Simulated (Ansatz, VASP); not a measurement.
## BN: VASP beside Ansatz

```
B N
1.0
     2.50098    0.00000    0.00000
    -1.25049    2.16591    0.04061
     0.00000    0.12889    6.87416
B N
2 2
Direct
  0.33333 0.66667 0.25000
  0.66667 0.33333 0.75000
  0.33333 0.66667 0.75000
  0.66667 0.33333 0.25000
```

Change from the starting cell: strain +0.0375 x Voigt [0, 0, 0, 1, 0, 0], atoms carried along.

Alike in both runs: task single point; functional r2SCAN; k mesh 12 × 12 × 4; occupations gaussian, width 0.05 eV; no spin polarisation.

|  | VASP | Ansatz |
| --- | --- | --- |
| version | VASP 6.6.1 | Ansatz 0.2.0 |
| potentials or method | VASP PAW PBE potentials, release 64 (B, N), cutoff 520 eV | scalar-relativistic, plane waves, PAW |
| valence electrons in the cell | 16 | 16 |

|  | VASP | Ansatz | Ansatz less VASP |
| --- | --- | --- | --- |
| gap on the k mesh at the Fermi level (eV) | 4.88 | 4.84 | -0.039 |
| least direct gap on the mesh (eV) | 5.21 | 5.15 | -0.060 |
| pressure (GPa) | 0.3 | -0.1 | -0.38 |
| traceless stress, the component that is largest in VASP (GPa) | -0.52 | 0.14 | +0.658 |

VASP's potentials were made for PBE, not for r2SCAN. The functional is the same, so the differences come from potentials, cutoffs and numerics.
